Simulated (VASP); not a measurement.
# Se (P3_121) in VASP: further runs

The runs below take Se through single point, relaxation of cell and atoms, with PBEsol.

Everything below comes from runs of VASP 6.6.1. Logs are shortened: lines on timing, memory, paths and dates and some standing lists are left out, and cuts for length are marked.

**1. The cell of the first run**

It takes space group P3_121 (No. 152, trigonal). Conventional cell: a = 4.043 Å, b = 4.043 Å, c = 5.118 Å, α = 90.00°, β = 90.00°, γ = 120.00°. Se (site symmetry 2) has 6 Se at 2.44 to 3.18 Å within 3.2 Å.

**2. Single point, PBEsol**

INCAR

```
PREC = Accurate
ENCUT = 520
EDIFF = 1E-6
ISMEAR = 1
SIGMA = 0.05
LREAL = False
LASPH = True
NELM = 100
ALGO = Normal
ISIF = 2
LWAVE = False
LCHARG = False
GGA = PS
NBANDS = 16
```

KPOINTS

```
Automatic mesh
0
Gamma
  6 6 5
```

POSCAR

```
Se
1.0
    4.0425964606      0.0000000000      0.0000000000
   -2.0212982303      3.5009912321      0.0000000000
    0.0000000000      0.0000000000      5.1179269935
Se
3
Direct
    0.2485286754      0.0000000000      0.3333333333
    0.0000000000      0.2485286754      0.6666666667
    0.7514713246      0.7514713246      0.0000000000
```

Potentials or basis: VASP PAW PBE potentials, release 64 (Se).

Run with:

```bash
$ cat potpaw_PBE.64/Se/POTCAR > POTCAR
$ mpirun -np 1 vasp_std > vasp.out
```

OUTCAR:

```text
PREC = Accurate
   ENCUT = 520
   EDIFF = 1E-6
   ISMEAR = 1
   LREAL = False
   LASPH = True
   NELM = 100
   ISIF = 2
   GGA = PS

 ion  position               nearest neighbor table
   1  0.249  0.000  0.333-   3 2.44   2 2.44
   2  0.000  0.249  0.667-   3 2.44   1 2.44
   3  0.751  0.751  0.000-   2 2.44   1 2.44

  LATTYP: Found a hexagonal cell.
 ALAT       =     4.0425964606
 C/A-ratio  =     1.2659999689

  Lattice vectors:

 A1 = (   4.0425964606,   0.0000000000,   0.0000000000)
 A2 = (  -2.0212982303,   3.5009912321,   0.0000000000)
 A3 = (   0.0000000000,   0.0000000000,   5.1179269935)

Analysis of symmetry for initial positions (statically):
=====================================================================
 Subroutine PRICEL returns:
 Original cell was already a primitive cell.

 Routine SETGRP: Setting up the symmetry group for a
 hexagonal supercell.

 Subroutine GETGRP returns: Found  6 space group operations
 (whereof  2 operations were pure point group operations)
 out of a pool of 24 trial point group operations.

The static configuration has the point symmetry C_2 .
 The point group associated with its full space group is D_3 .

Analysis of symmetry for dynamics (positions and initial velocities):
=====================================================================
 Subroutine PRICEL returns:
 Original cell was already a primitive cell.

 Routine SETGRP: Setting up the symmetry group for a
 hexagonal supercell.

 Subroutine GETGRP returns: Found  6 space group operations
 (whereof  2 operations were pure point group operations)
 out of a pool of 24 trial point group operations.

The dynamic configuration has the point symmetry C_2 .
 The point group associated with its full space group is D_3 .

 Subroutine INISYM returns: Found  6 space group operations
 (whereof  2 operations are pure point group operations),
 and found     1 'primitive' translations

----------------------------------------------------------------------------------------

                                     Primitive cell

  volume of cell :      72.4345

  direct lattice vectors                    reciprocal lattice vectors
     4.042596461  0.000000000  0.000000000     0.247365773  0.142816696  0.000000000
    -2.021298230  3.500991232  0.000000000     0.000000000  0.285633392  0.000000000
     0.000000000  0.000000000  5.117926994     0.000000000  0.000000000  0.195391611

  length of vectors
     4.042596461  4.042596461  5.117926994     0.285633392  0.285633392  0.195391611

  position of ions in fractional coordinates (direct lattice)
     0.248528675  0.000000000  0.333333333
     0.000000000  0.248528675  0.666666667
     0.751471325  0.751471325  0.000000000

  ion indices of the primitive-cell ions
   primitive index   ion index
                 1           1
                 2           2
                 3           3

----------------------------------------------------------------------------------------

 KPOINTS: Automatic mesh

Automatic generation of k-mesh.
 Grid dimensions read from file:
 generate k-points for:    6    6    5

 Generating k-lattice:

  Cartesian coordinates                     Fractional coordinates (reciprocal lattice)
     0.041227629  0.023802783  0.000000000     0.166666667 -0.000000000  0.000000000
     0.000000000  0.047605565  0.000000000     0.000000000  0.166666667  0.000000000
     0.000000000  0.000000000  0.039078322     0.000000000  0.000000000  0.200000000

  Length of vectors
     0.047605565  0.047605565  0.039078322

  Shift w.r.t. Gamma in fractional coordinates (k-lattice)
     0.000000000  0.000000000  0.000000000

 Subroutine IBZKPT returns following result:
 ===========================================

 Found     27 irreducible k-points:

 Following reciprocal coordinates:
            Coordinates               Weight
  0.000000  0.000000  0.000000      1.000000
  0.166667  0.000000  0.000000      6.000000
  0.333333  0.000000  0.000000      6.000000
  0.500000  0.000000  0.000000      3.000000
  0.166667  0.166667  0.000000      6.000000
  0.333333  0.166667  0.000000     12.000000
[... 16 lines left out ...]
  0.500000  0.000000  0.400000      6.000000
  0.166667  0.166667  0.400000     12.000000
 [... further k-points ...]
   k-points           NKPTS =     27   k-points in BZ     NKDIM =     27   number of bands    NBANDS=     16
   number of dos      NEDOS =    301   number of ions     NIONS =      3
   total plane-waves  NPLWV =  36000
   dimension x,y,z NGX =    30 NGY =   30 NGZ =   40
   dimension x,y,z NGXF=    60 NGYF=   60 NGZF=   80
   ions per type =               3
   NGX,Y,Z   is equivalent  to a cutoff of  12.34, 12.34, 12.99 a.u.
   NGXF,Y,Z  is equivalent  to a cutoff of  24.67, 24.67, 25.99 a.u.
 SYSTEM =  unknown system
   PREC   = accura    normal or accurate (medium, high low for compatibility)
   ISTART =      0    job   : 0-new  1-cont  2-samecut
   ICHARG =      2    charge: 1-file 2-atom 10-const
   ISPIN  =      1    spin polarized calculation?
   LNONCOLLINEAR =      F non collinear calculations
   LSORBIT =      F    spin-orbit coupling
   LASPH  =      T    aspherical Exc in radial PAW
   ENCUT  =  520.0 eV  38.22 Ry    6.18 a.u.   7.52  7.52  9.52*2*pi/ulx,y,z
   NELM   =    100;   NELMIN=  2; NELMDL= -5     # of ELM steps
   EDIFF  = 0.1E-05   stopping-criterion for ELM
   LREAL  =      F    real-space projection
   EDIFFG = 0.1E-04   stopping-criterion for IOM
   NSW    =      0    number of steps for IOM
   IBRION =     -1    ionic relax: 0-MD 1-quasi-New 2-CG
   NFREE  =      0    steps in history (QN), initial steepest desc. (CG)
   ISIF   =      2    stress and relaxation
   ISYM   =      2    0-nonsym 1-usesym 2-fastsym
   POTIM  = 0.5000    time-step for ionic-motion
   TEBEG  =    0.0;   TEEND  =   0.0 temperature during run
   PSTRESS=    0.0 pullay stress
   NELECT =      18.0000    total number of electrons
   NUPDOWN=      -1.0000    fix difference up-down
   EMIN   =  10.00;   EMAX   =-10.00  energy-range for DOS
   EFERMI =   0.00;   METHOD = LEGACY
   ISMEAR =     1;   SIGMA  =   0.05  broadening in eV -4-tet -1-fermi 0-gaus
   EFERMI_NEDOS =   21; number of points for ismear=-14 and -15
   IALGO  =     38    algorithm
   IMIX   =      4    mixing-type and parameters
     AMIX     =   0.40;   BMIX     =  1.00
     AMIX_MAG =   1.60;   BMIX_MAG =  1.00
  volume/ion in A,a.u.               =      24.14       162.94
  Fermi-wavevector in a.u.,A,eV,Ry     =   1.029241  1.944984 14.413161  1.059337
  Thomas-Fermi vector in A             =   2.163279
   LORBIT       =      0    0 simple, 1 ext, 2 COOP (PROOUT), +10 PAW based schemes
   GGA     = PS    functional components
   LHFCALC =     F    Hartree Fock is set to
   AEXX    =    0.0000 exact exchange contribution
   IVDW    =     0    specifies the selected vdW correction
   LEPSILON=     F    determine dielectric tensor
   LRPA    =     F    only Hartree local field effects (RPA)
 non-spin polarized calculation
 Methfessel and Paxton  Order N= 1 SIGMA  =   0.05
  energy-cutoff  :      520.00
  volume of cell :       72.43
 maximum number of plane-waves:      1974
   NGX = 15   NGY = 15   NGZ = 19

 number of electron      18.0000000 magnetization

 Free energy of the ion-electron system (eV)
  ---------------------------------------------------
  ext. energy  EPLUGINS =         0.00000000
  ---------------------------------------------------
  free energy    TOTEN  =       -11.55799126 eV

  energy without entropy =      -11.55828109  energy(sigma->0) =      -11.55808787

 E-fermi :   3.7237     XC(G=0):  -9.6820

 val. band max:        3.6930557344   @ k =   0.3333   0.3333   0.4000
 cond. band min:       4.5904996215   @ k =   0.0000   0.0000   0.4000
 fundamental gap:      0.8974438871
 Fermi energy:         3.7237160562

 k-point     1 :       0.0000    0.0000    0.0000
  band No.  band energies     occupation
      1     -12.3414      2.00000
      2      -8.2332      2.00000
      3      -8.2332      2.00000
      4       0.0335      2.00000
      5       0.2736      2.00000
      6       0.2736      2.00000
[... 8 lines left out ...]
     15      10.5144      0.00000
     16      12.0467      0.00000

 k-point     2 :       0.1667    0.0000    0.0000
  band No.  band energies     occupation
      1     -12.1553      2.00000
      2      -8.3253      2.00000
      3      -8.1875      2.00000
      4      -1.0198      2.00000
      5      -0.3515      2.00000
      6       0.1413      2.00000
[... 8 lines left out ...]
     15      11.4323      0.00000
     16      12.0260      0.00000

 k-point     3 :       0.3333    0.0000    0.0000
  band No.  band energies     occupation
      1     -11.6931      2.00000
      2      -8.6682      2.00000
      3      -8.0884      2.00000
      4      -1.7862      2.00000
      5      -1.0361      2.00000
      6      -0.2435      2.00000
[... 8 lines left out ...]
     15      12.6470      0.00000
     16      13.4721      0.00000

 k-point     4 :       0.5000    0.0000    0.0000
  band No.  band energies     occupation
      1     -11.3792      2.00000
      2      -8.9609      2.00000
      3      -8.0350      2.00000
      4      -1.8562      2.00000
      5      -1.3029      2.00000
      6      -0.1347      2.00000
[... 8 lines left out ...]
     15      14.2109      0.00000
     16      14.6069      0.00000
[... 324 lines left out ...]
 k-point    22 :       0.0000    0.3333    0.4000
  band No.  band energies     occupation
      1     -11.0390      2.00000
      2     -10.3209      2.00000
      3      -7.0126      2.00000
      4      -2.2400      2.00000
      5      -0.8914      2.00000
      6      -0.1074      2.00000
[... 8 lines left out ...]
     15      12.3513      0.00000
     16      13.1177      0.00000

 k-point    23 :       0.5000    0.0000    0.4000
  band No.  band energies     occupation
      1     -10.8127      2.00000
      2     -10.0865      2.00000
      3      -7.5229      2.00000
      4      -2.6388      2.00000
      5      -0.9627      2.00000
      6      -0.3660      2.00000
[... 8 lines left out ...]
     15      13.5872      0.00000
     16      14.2963      0.00000

 k-point    24 :       0.1667    0.1667    0.4000
  band No.  band energies     occupation
      1     -11.1647      2.00000
      2     -10.3784      2.00000
      3      -6.8376      2.00000
      4      -1.7147      2.00000
      5      -0.8835      2.00000
      6      -0.2338      2.00000
[... 8 lines left out ...]
     15      11.6045      0.00000
     16      12.1657      0.00000

 [... further k-points ...]
[... 5 lines left out ...]
  --------------------------------------------------------------------------------------
  -------------------------------------------------------------------------------------
  Total        0.0599662      0.0599662      0.1149245     -0.0000000      0.0000000     -0.0000000
  in kB        1.3263907      1.3263907      2.5420132     -0.0000000      0.0000000     -0.0000000
  external PRESSURE =       1.7315982 kB  Pullay stress =       0.0000000 kB

 VOLUME and BASIS-vectors are now :
 -----------------------------------------------------------------------------
  energy-cutoff  :      520.00
  volume of cell :       72.43
      direct lattice vectors                 reciprocal lattice vectors
     4.042596461  0.000000000  0.000000000     0.247365773  0.142816696  0.000000000
    -2.021298230  3.500991232  0.000000000     0.000000000  0.285633392  0.000000000
     0.000000000  0.000000000  5.117926994     0.000000000  0.000000000  0.195391611

 POSITION                                       TOTAL-FORCE (eV/Angst)
 -----------------------------------------------------------------------------------
      1.00470      0.00000      1.70598         0.028886      0.000000     -0.000000
     -0.50235      0.87010      3.41195        -0.014443      0.025016      0.000000
      1.51895      2.63089      0.00000        -0.014443     -0.025016      0.000000
 -----------------------------------------------------------------------------------
    total drift:                               -0.000001     -0.000001      0.000000

  FREE ENERGIE OF THE ION-ELECTRON SYSTEM (eV)
  ---------------------------------------------------
  free  energy   TOTEN  =       -11.5579912629 eV

  energy  without entropy=      -11.5582810874  energy(sigma->0) =      -11.55808787
```

Run time: 12 s. Hardware: 1 thread of Intel Xeon 6975P-C (Granite Rapids), shared host; peak memory 0.18 GiB.

Results:

```yaml
Free_energy: -11.5580 eV
Pressure: 0.2 GPa
Largest_force: 0.029 eV/Å
Band_gap_on_the_k_mesh: 0.90 eV, indirect (least direct gap 0.98 eV)
```

Forces on the atoms (eV/Å):
```
Se   0.029  0.000  0.000
Se  -0.014  0.025  0.000
Se  -0.014 -0.025  0.000
```

Levels at points of the mesh, in eV from the valence-band top:
```csv
k point,band 5,band 6,band 7,band 8,band 9,band 10,band 11,band 12,band 13,band 14
"(0.00, 0.00, 0.00)",-3.42,-3.42,-1.87,-1.87,-0.51,1.48,1.48,2.07,6.30,6.30
"(0.50, 0.00, 0.00)",-5.00,-3.83,-3.61,-1.45,-0.95,1.46,1.70,4.30,4.35,8.53
```

Caveat: the PAW data sets were made with another functional, which shifts forces and pressure a little.

(Part 1 of 2 ends here.)
